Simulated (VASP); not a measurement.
# TaN (P6_3/mmc) in VASP: a series of runs

TaN is run at these levels: PBE-based screened hybrid with 25 % exact exchange, r2SCAN0; tasks: single point.

Program: VASP 6.6.1. These are calculated values, not measurements. Logs are shortened: lines on timing, memory, paths and dates and some standing lists are left out, and cuts for length are marked.

### 1 The cell of the first run

It takes space group P6_3/mmc (No. 194, hexagonal). Conventional cell: a = 2.922 Å, b = 2.922 Å, c = 5.917 Å, α = 90.00°, β = 90.00°, γ = 120.00°. Ta (site symmetry -3m) has 6 N at 2.24 Å and 8 Ta at 2.92 to 2.96 Å within 3.0 Å. N (site symmetry -6m2) has 6 Ta at 2.24 Å and 6 N at 2.92 Å within 3.0 Å.

### 2 Single point, PBE-based screened hybrid with 25 % exact exchange

The input, POSCAR:

```
TaN
1.0
    2.9217699809      0.0000000000      0.0000000000
   -1.4608849905      2.5303270275      0.0000000000
    0.0000000000      0.0000000000      5.9165150000
Ta N
2 2
Direct
    0.0000000000      0.0000000000      0.5000000000
    0.0000000000      0.0000000000      0.0000000000
    0.3333333333      0.6666666667      0.2500000000
    0.6666666667      0.3333333333      0.7500000000
```

The input, INCAR.step1:

```
  PREC = Accurate
  ENCUT = 520
  EDIFF = 1E-5
  ISMEAR = -1
  SIGMA = 0.05
  LREAL = False
  LASPH = True
  NELM = 100
  ALGO = Normal
  ISIF = 2
  LWAVE = True
  LCHARG = False
  NBANDS = 24
  GGA = PE
```

The input, INCAR.step2:

```
  PREC = Accurate
  ENCUT = 520
  EDIFF = 1E-6
  ISMEAR = -1
  SIGMA = 0.05
  LREAL = False
  LASPH = True
  NELM = 100
  ALGO = Normal
  ISIF = 2
  LWAVE = False
  LCHARG = False
  GGA = PE
  LHFCALC = True
  AEXX = 0.25
  HFSCREEN = 0.3
  PRECFOCK = Normal
  NBANDS = 24
  ISTART = 1
```

The input, KPOINTS:

```
Automatic mesh
0
Gamma
  5 5 3
```

Potentials or basis: VASP PAW PBE potentials, release 64 (Ta_pv, N).

Started as:

```
$ cat potpaw_PBE.64/Ta_pv/POTCAR potpaw_PBE.64/N/POTCAR > POTCAR
$ cp INCAR.step1 INCAR
$ mpirun -np 1 vasp_std > vasp.out
$ cp INCAR.step2 INCAR
$ mpirun -np 1 vasp_std > vasp.out
```

OUTCAR:

```text
PREC = Accurate
   ENCUT = 520
   EDIFF = 1E-6
   ISMEAR = -1
   LREAL = False
   LASPH = True
   NELM = 100
   ISIF = 2
   GGA = PE
   LHFCALC = True
   AEXX = 0.25
   HFSCREEN = 0.3
   PRECFOCK = Normal
   ISTART = 1

 ion  position               nearest neighbor table
   1  0.000  0.000  0.500-   3 2.24   4 2.24   4 2.24   3 2.24   4 2.24   3 2.24   2 2.96   2 2.96

   2  0.000  0.000  0.000-   3 2.24   4 2.24   4 2.24   3 2.24   4 2.24   3 2.24   1 2.96   1 2.96

   3  0.333  0.667  0.250-   1 2.24   2 2.24   1 2.24   2 2.24   1 2.24   2 2.24
   4  0.667  0.333  0.750-   1 2.24   2 2.24   1 2.24   2 2.24   1 2.24   2 2.24

  LATTYP: Found a hexagonal cell.
 ALAT       =     2.9217699809
 C/A-ratio  =     2.0249763119

  Lattice vectors:

 A1 = (   2.9217699809,   0.0000000000,   0.0000000000)
 A2 = (  -1.4608849905,   2.5303270275,   0.0000000000)
 A3 = (   0.0000000000,   0.0000000000,   5.9165150000)

Analysis of symmetry for initial positions (statically):
=====================================================================
 Subroutine PRICEL returns:
 Original cell was already a primitive cell.

 Routine SETGRP: Setting up the symmetry group for a
 hexagonal supercell.

 Subroutine GETGRP returns: Found 24 space group operations
 (whereof 12 operations were pure point group operations)
 out of a pool of 24 trial point group operations.

The static configuration has the point symmetry D_3d.
 The point group associated with its full space group is D_6h.

Analysis of symmetry for dynamics (positions and initial velocities):
=====================================================================
 Subroutine PRICEL returns:
 Original cell was already a primitive cell.

 Routine SETGRP: Setting up the symmetry group for a
 hexagonal supercell.

 Subroutine GETGRP returns: Found 24 space group operations
 (whereof 12 operations were pure point group operations)
 out of a pool of 24 trial point group operations.

The dynamic configuration has the point symmetry D_3d.
 The point group associated with its full space group is D_6h.

 Subroutine INISYM returns: Found 24 space group operations
 (whereof 12 operations are pure point group operations),
 and found     1 'primitive' translations

----------------------------------------------------------------------------------------

                                     Primitive cell

  volume of cell :      43.7410

  direct lattice vectors                    reciprocal lattice vectors
     2.921769981  0.000000000  0.000000000     0.342258291  0.197602916  0.000000000
    -1.460884991  2.530327027  0.000000000     0.000000000  0.395205833  0.000000000
     0.000000000  0.000000000  5.916515000     0.000000000  0.000000000  0.169018417

  length of vectors
     2.921769981  2.921769981  5.916515000     0.395205833  0.395205833  0.169018417

  position of ions in fractional coordinates (direct lattice)
     0.000000000  0.000000000  0.500000000
     0.000000000  0.000000000  0.000000000
     0.333333333  0.666666667  0.250000000
     0.666666667  0.333333333  0.750000000

  ion indices of the primitive-cell ions
   primitive index   ion index
                 1           1
                 2           2
                 3           3
                 4           4

----------------------------------------------------------------------------------------

 KPOINTS: Automatic mesh

Automatic generation of k-mesh.
 Grid dimensions read from file:
 generate k-points for:    5    5    3

 Generating k-lattice:

  Cartesian coordinates                     Fractional coordinates (reciprocal lattice)
     0.068451658  0.039520583  0.000000000     0.200000000  0.000000000  0.000000000
     0.000000000  0.079041167  0.000000000     0.000000000  0.200000000  0.000000000
     0.000000000  0.000000000  0.056339472     0.000000000  0.000000000  0.333333333

  Length of vectors
     0.079041167  0.079041167  0.056339472

  Shift w.r.t. Gamma in fractional coordinates (k-lattice)
     0.000000000  0.000000000  0.000000000

 Subroutine IBZKPT returns following result:
 ===========================================

 Found     10 irreducible k-points:

 Following reciprocal coordinates:
            Coordinates               Weight
  0.000000  0.000000  0.000000      1.000000
  0.200000  0.000000  0.000000      6.000000
  0.400000  0.000000  0.000000      6.000000
  0.200000  0.200000  0.000000      6.000000
  0.400000  0.200000  0.000000      6.000000
  0.000000  0.000000  0.333333      2.000000
  0.200000  0.000000  0.333333     12.000000
  0.400000  0.000000  0.333333     12.000000
  0.200000  0.200000  0.333333     12.000000
  0.400000  0.200000  0.333333     12.000000
   k-points           NKPTS =     10   k-points in BZ     NKDIM =     75   number of bands    NBANDS=     24
   number of dos      NEDOS =    301   number of ions     NIONS =      4
   total plane-waves  NPLWV =  27648
   dimension x,y,z NGX =    24 NGY =   24 NGZ =   48
   dimension x,y,z NGXF=    48 NGYF=   48 NGZF=   96
   ions per type =               2   2
   NGX,Y,Z   is equivalent  to a cutoff of  13.66, 13.66, 13.49 a.u.
   NGXF,Y,Z  is equivalent  to a cutoff of  27.31, 27.31, 26.97 a.u.
 SYSTEM =  unknown system
   PREC   = accura    normal or accurate (medium, high low for compatibility)
   ISTART =      1    job   : 0-new  1-cont  2-samecut
   ICHARG =      0    charge: 1-file 2-atom 10-const
   ISPIN  =      1    spin polarized calculation?
   LNONCOLLINEAR =      F non collinear calculations
   LSORBIT =      F    spin-orbit coupling
   LASPH  =      T    aspherical Exc in radial PAW
   ENCUT  =  520.0 eV  38.22 Ry    6.18 a.u.   5.43  5.43 11.00*2*pi/ulx,y,z
   NELM   =    100;   NELMIN=  2; NELMDL=  0     # of ELM steps
   EDIFF  = 0.1E-05   stopping-criterion for ELM
   LREAL  =      F    real-space projection
   EDIFFG = 0.1E-04   stopping-criterion for IOM
   NSW    =      0    number of steps for IOM
   IBRION =     -1    ionic relax: 0-MD 1-quasi-New 2-CG
   NFREE  =      0    steps in history (QN), initial steepest desc. (CG)
   ISIF   =      2    stress and relaxation
   ISYM   =      3    0-nonsym 1-usesym 2-fastsym
   POTIM  = 0.5000    time-step for ionic-motion
   TEBEG  =    0.0;   TEEND  =   0.0 temperature during run
   PSTRESS=    0.0 pullay stress
   NELECT =      32.0000    total number of electrons
   NUPDOWN=      -1.0000    fix difference up-down
   EMIN   =  10.00;   EMAX   =-10.00  energy-range for DOS
   EFERMI =   0.00;   METHOD = LEGACY
   ISMEAR =    -1;   SIGMA  =   0.05  broadening in eV -4-tet -1-fermi 0-gaus
   EFERMI_NEDOS =   21; number of points for ismear=-14 and -15
   IALGO  =     38    algorithm
   IMIX   =      1    mixing-type and parameters
     AMIX     =   0.40;   BMIX     =  1.00
     AMIX_MAG =   1.60;   BMIX_MAG =  1.00
  volume/ion in A,a.u.               =      10.94        73.79
  Fermi-wavevector in a.u.,A,eV,Ry     =   1.475124  2.787581 29.606163  2.175992
  Thomas-Fermi vector in A             =   2.589812
   LORBIT       =      0    0 simple, 1 ext, 2 COOP (PROOUT), +10 PAW based schemes
   GGA     = PE    functional components
   LHFCALC =     T    Hartree Fock is set to
   PRECFOCK=normal    Normal, Fast or Accurate (Low or Medium for compatibility)
   ENCUT4O =  -1.0   cutoff for four orbital integrals eV
   NKREDX  =     1    reduce k-point grid by
   NKREDY  =     1    reduce k-point grid by
   NKREDZ  =     1    reduce k-point grid by
   AEXX    =    0.2500 exact exchange contribution
   HFSCREEN=    0.3000 screening length (either q_TF or 0.3 A-1)
   HFSCREENC=   0.3000 screening length for correlation (either q_TF or 0.3 A-1)
   ENCUTFOCK=  -1.0 apply spherical cutoff to Coloumb kernel
   IVDW    =     0    specifies the selected vdW correction
   LEPSILON=     F    determine dielectric tensor
   LRPA    =     F    only Hartree local field effects (RPA)
 non-spin polarized calculation
  energy-cutoff  :      520.00
  volume of cell :       43.74
 maximum number of plane-waves:      1223
 NGX is ok and might be reduce to    24
  NGX = 18; NGY = 18; NGZ = 36

 number of electron      32.0000005 magnetization

 Free energy of the ion-electron system (eV)
  ---------------------------------------------------
  ext. energy  EPLUGINS =         0.00000000
  ---------------------------------------------------
  free energy    TOTEN  =       -50.29845919 eV

  energy without entropy =      -50.28206034  energy(sigma->0) =      -50.29025976

 E-fermi :   7.7248     XC(G=0): -10.9857

 val. band max:        7.7116381060   @ k =   0.2000   0.2000   0.3333
 cond. band min:       7.7522137850   @ k =   0.2000   0.0000   0.0000
 fundamental gap:      0.0405756790
 Fermi energy:         7.7248334697

 k-point     1 :       0.0000    0.0000    0.0000
  band No.  band energies     occupation
      1     -30.0481      2.00000
      2     -29.2071      2.00000
      3     -28.9454      2.00000
      4     -28.9454      2.00000
      5     -28.8777      2.00000
      6     -28.8777      2.00000
[... 16 lines left out ...]
     23      12.5247      0.00000
     24      14.7625      0.00000

 k-point     2 :       0.2000    0.0000    0.0000
  band No.  band energies     occupation
      1     -29.9433      2.00000
      2     -29.3871      2.00000
      3     -29.2832      2.00000
      4     -29.1441      2.00000
      5     -29.0398      2.00000
      6     -28.9631      2.00000
[... 16 lines left out ...]
     23      13.5145      0.00000
     24      14.6733      0.00000

 k-point     3 :       0.4000    0.0000    0.0000
  band No.  band energies     occupation
      1     -30.0440      2.00000
      2     -29.8958      2.00000
      3     -29.7674      2.00000
      4     -29.1888      2.00000
      5     -29.0980      2.00000
      6     -29.0410      2.00000
[... 16 lines left out ...]
     23      15.4461      0.00000
     24      16.0635      0.00000
[... 136 lines left out ...]
 k-point     9 :       0.2000    0.2000    0.3333
  band No.  band energies     occupation
      1     -29.7821      2.00000
      2     -29.7203      2.00000
      3     -29.6193      2.00000
      4     -29.2572      2.00000
      5     -29.2554      2.00000
      6     -29.2082      2.00000
[... 16 lines left out ...]
     23      14.7664      0.00000
     24      16.0679      0.00000

 k-point    10 :       0.4000    0.2000    0.3333
  band No.  band energies     occupation
      1     -29.9717      2.00000
      2     -29.8993      2.00000
      3     -29.5451      2.00000
      4     -29.4622      2.00000
      5     -29.4060      2.00000
      6     -29.1928      2.00000
[... 16 lines left out ...]
     23      16.1766      0.00000
     24      16.8083      0.00000

------------------------ aborting loop because EDIFF is reached ----------------------------------------

  FORCE on cell =-STRESS in cart. coord.  units (eV):
  Direction    XX          YY          ZZ          XY          YZ          ZX
  --------------------------------------------------------------------------------------
  -------------------------------------------------------------------------------------
  Total       -2.0806044     -2.0806044     -3.5442018      0.0000000      0.0000000      0.0000000
  in kB      -76.2099086    -76.2099086   -129.8196328      0.0000000      0.0000000      0.0000000
  external PRESSURE =     -94.0798167 kB  Pullay stress =       0.0000000 kB

 VOLUME and BASIS-vectors are now :
 -----------------------------------------------------------------------------
  energy-cutoff  :      520.00
  volume of cell :       43.74
      direct lattice vectors                 reciprocal lattice vectors
     2.921769981  0.000000000  0.000000000     0.342258291  0.197602916  0.000000000
    -1.460884991  2.530327027  0.000000000     0.000000000  0.395205833  0.000000000
     0.000000000  0.000000000  5.916515000     0.000000000  0.000000000  0.169018417

 POSITION                                       TOTAL-FORCE (eV/Angst)
 -----------------------------------------------------------------------------------
      0.00000      0.00000      2.95826         0.000000      0.000000      0.000000
      0.00000      0.00000      0.00000         0.000000      0.000000      0.000000
     -0.00000      1.68688      1.47913        -0.000000      0.000000      0.000000
      1.46088      0.84344      4.43739         0.000000     -0.000000      0.000000
 -----------------------------------------------------------------------------------
    total drift:                               -0.000001     -0.000004      0.000000

  FREE ENERGIE OF THE ION-ELECTRON SYSTEM (eV)
  ---------------------------------------------------
  free  energy   TOTEN  =       -50.2984591891 eV

  energy  without entropy=      -50.2820603364  energy(sigma->0) =      -50.29025976
```

It took 16 min on 1 thread of AMD EPYC 9R45 (Zen 5), shared host; peak memory 0.25 GiB.

What came out:

```
Free energy            : -50.2985 eV
Pressure               : -9.4 GPa
Band gap on the k mesh : zero (bands 16 and 17 overlap by 1.15 eV)
```

Caveat: the k points lie up to 0.50 Å⁻¹ apart, too coarse for converged energies and pressures of a metal; the PAW data sets were made with another functional, which shifts forces and pressure a little; spin-orbit coupling is left out, which moves the levels of the heavy elements.

### 3 Single point, r2SCAN0

POSCAR is that of step 2.

The input, INCAR.step1:

```
PREC = Accurate ; ENCUT = 520
EDIFF = 1E-5 ; ISMEAR = -1
SIGMA = 0.05 ; LREAL = False
LASPH = True ; NELM = 80
ALGO = Normal ; ISIF = 2
LWAVE = True ; LCHARG = False
NBANDS = 24 ; GGA = PE
```

The input, INCAR.step2:

```
PREC = Accurate ; ENCUT = 520
EDIFF = 1E-7 ; ISMEAR = -1
SIGMA = 0.05 ; LREAL = False
LASPH = True ; NELM = 80
ALGO = Normal ; ISIF = 2
LWAVE = False ; LCHARG = False
METAGGA = R2SCAN ; LHFCALC = True
AEXX = 0.25 ; LMIXTAU = True
PRECFOCK = Normal ; NBANDS = 24
ISTART = 1
```

The input, KPOINTS:

```
regular mesh
0
Gamma
  5 5 3
```

Potentials or basis: VASP PAW PBE potentials, release 64 (Ta_pv, N).

Started as:

```
$ cat potpaw_PBE.64/Ta_pv/POTCAR potpaw_PBE.64/N/POTCAR > POTCAR
$ cp INCAR.step1 INCAR
$ mpirun -np 1 vasp_std > vasp.out
$ cp INCAR.step2 INCAR
$ mpirun -np 1 vasp_std > vasp.out
```

OUTCAR:

```text
PREC = Accurate
   ENCUT = 520
   EDIFF = 1E-7
   ISMEAR = -1
   LREAL = False
   LASPH = True
   NELM = 80
   ISIF = 2
   METAGGA = R2SCAN
   LHFCALC = True
   AEXX = 0.25
   PRECFOCK = Normal
   ISTART = 1

 ion  position               nearest neighbor table
   1  0.000  0.000  0.500-   3 2.24   4 2.24   4 2.24   3 2.24   4 2.24   3 2.24   2 2.96   2 2.96

   2  0.000  0.000  0.000-   3 2.24   4 2.24   4 2.24   3 2.24   4 2.24   3 2.24   1 2.96   1 2.96

   3  0.333  0.667  0.250-   1 2.24   2 2.24   1 2.24   2 2.24   1 2.24   2 2.24
[... 465 lines left out ...]
  Direction    XX          YY          ZZ          XY          YZ          ZX
  --------------------------------------------------------------------------------------
  -------------------------------------------------------------------------------------
  Total       -2.6462803     -2.6462803     -4.2247002      0.0000000     -0.0000000     -0.0000000
  in kB      -96.9299046    -96.9299046   -154.7454277      0.0000000     -0.0000000     -0.0000000
  external PRESSURE =    -116.2017457 kB  Pullay stress =       0.0000000 kB

 VOLUME and BASIS-vectors are now :
 -----------------------------------------------------------------------------
  energy-cutoff  :      520.00
  volume of cell :       43.74
      direct lattice vectors                 reciprocal lattice vectors
     2.921769981  0.000000000  0.000000000     0.342258291  0.197602916  0.000000000
    -1.460884991  2.530327027  0.000000000     0.000000000  0.395205833  0.000000000
     0.000000000  0.000000000  5.916515000     0.000000000  0.000000000  0.169018417

 POSITION                                       TOTAL-FORCE (eV/Angst)
 -----------------------------------------------------------------------------------
      0.00000      0.00000      2.95826         0.000000      0.000000      0.000000
      0.00000      0.00000      0.00000         0.000000      0.000000      0.000000
     -0.00000      1.68688      1.47913        -0.000000      0.000000     -0.000000
      1.46088      0.84344      4.43739        -0.000000     -0.000000      0.000000
 -----------------------------------------------------------------------------------
    total drift:                                0.000000      0.000000      0.000000

  FREE ENERGIE OF THE ION-ELECTRON SYSTEM (eV)
  ---------------------------------------------------
  free  energy   TOTEN  =      -112.6589833655 eV

  energy  without entropy=     -112.6499683081  energy(sigma->0) =     -112.65447584
```

OUTCAR.step1:

```text
PREC = Accurate
   ENCUT = 520
   EDIFF = 1E-5
   ISMEAR = -1
   LREAL = False
   LASPH = True
[... 486 lines left out ...]
      0.00000      0.00000      0.00000         0.000000      0.000000      0.000000
     -0.00000      1.68688      1.47913         0.000000     -0.000000      0.000000
      1.46088      0.84344      4.43739        -0.000000      0.000000     -0.000000
 -----------------------------------------------------------------------------------
    total drift:                               -0.000000      0.000000      0.000000

  FREE ENERGIE OF THE ION-ELECTRON SYSTEM (eV)
  ---------------------------------------------------
  free  energy   TOTEN  =       -44.0631758280 eV

  energy  without entropy=      -44.0456539512  energy(sigma->0) =      -44.05441489
```

OSZICAR.step1:

```text
N       E                     dE             d eps       ncg     rms          rms(c)
DAV:   1     0.261282429457E+03    0.26128E+03   -0.17093E+04   480   0.140E+03
DAV:   2    -0.364219245430E+02   -0.29770E+03   -0.28326E+03   592   0.406E+02
DAV:   3    -0.492126050410E+02   -0.12791E+02   -0.12675E+02   576   0.829E+01
DAV:   4    -0.493576111190E+02   -0.14501E+00   -0.14432E+00   584   0.914E+00
DAV:   5    -0.493593012465E+02   -0.16901E-02   -0.16899E-02   592   0.857E-01    0.317E+01
DAV:   6    -0.442186668308E+02    0.51406E+01   -0.19709E+01   616   0.302E+01    0.136E+01
DAV:   7    -0.441154208609E+02    0.10325E+00   -0.19486E+00   544   0.794E+00    0.852E+00
DAV:   8    -0.440749477674E+02    0.40473E-01   -0.27627E-01   600   0.374E+00    0.144E+00
DAV:   9    -0.440633116103E+02    0.11636E-01   -0.35894E-02   584   0.110E+00    0.212E-01
DAV:  10    -0.440634490870E+02   -0.13748E-03   -0.26974E-03   592   0.466E-01    0.129E-01
DAV:  11    -0.440631713098E+02    0.27778E-03   -0.75015E-04   600   0.182E-01    0.111E-02
DAV:  12    -0.440631758280E+02   -0.45182E-05   -0.47244E-05   560   0.503E-02
   1 F= -.44063176E+02 E0= -.44054415E+02  d E =-.175219E-01
```

Wall time 28 min (1 thread of AMD EPYC 9R45 (Zen 5), shared host); peak memory 0.16 GiB.

What came out:

| Quantity | Value |
| --- | --- |
| Free energy | -112.6590 eV |
| Pressure | -11.6 GPa |
| Band gap on the k mesh | zero (bands 16 and 17 overlap by 1.74 eV) |

Stress tensor (GPa, compression positive):
```
 -9.69   0.00   0.00
  0.00  -9.69   0.00
  0.00   0.00 -15.47
```

Caveat: the k points lie up to 0.50 Å⁻¹ apart, too coarse for converged energies and pressures of a metal; the PAW data sets were made with another functional, which shifts forces and pressure a little; spin-orbit coupling is left out, which moves the levels of the heavy elements.

The gap in the log of VASP goes by the Fermi energy; the results here count the filled bands.